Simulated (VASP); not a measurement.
Wanted: the native input for a VASP 6.6.1 run.

```
Task                   : single point
Functional             : PBE
Potentials or basis    : VASP PAW PBE potentials, release 64 (Mo_sv, S)
Cutoff                 : 520 eV
k mesh                 : 10 × 10 × 10
Occupations            : gaussian, width 0.05 eV
Spin                   : no spin polarisation
Dipole correction      : no
Further INCAR settings : ALGO = Normal; EDIFF = 1e-06; NBANDS = 20
```

The structure of MoS2 lies in POSCAR:

```
MoS2
1.0
    1.6021585701      0.9250066834      6.2362501257
   -1.6021585701      0.9250066834      6.2362501257
    0.0000000000     -1.8500133618      6.2362501265
Mo S
1 2
Direct
    0.0000989629      0.0000989629      0.0000989629
    0.2505152225      0.2505152225      0.2505152225
    0.4163858146      0.4163858146      0.4163858146
```

One way to write it, as run:

INCAR

```
SYSTEM = MoS2
PREC = Accurate ; ENCUT = 520
EDIFF = 1E-6 ; ISMEAR = 0
SIGMA = 0.05 ; LREAL = .False.
LASPH = .True. ; NELM = 100
ALGO = Normal ; ISIF = 2
LWAVE = .False. ; LCHARG = .True.
GGA = PE ; LELF = .True.
LVHAR = .True. ; NBANDS = 20
```

KPOINTS

```
regular mesh
0
Gamma
  10 10 10
  0 0 0
```

Potentials or basis: VASP PAW PBE potentials, release 64 (Mo_sv, S).

Launch:

```bash
$ cat potpaw_PBE.64/Mo_sv/POTCAR potpaw_PBE.64/S/POTCAR > POTCAR
$ mpirun -np 1 vasp_std > vasp.out
```

It gave:

| Quantity | Value |
| --- | --- |
| Pressure | -0.1 GPa |
| Largest force | 0.012 eV/Å |
| Band gap on the k mesh | 0.99 eV (least direct gap 1.85 eV) |

Wall time 4.3 min on 1 thread of Intel(R) Xeon(R) Platinum 8488C (Sapphire Rapids), on a shared host, peak memory 0.38 GiB.
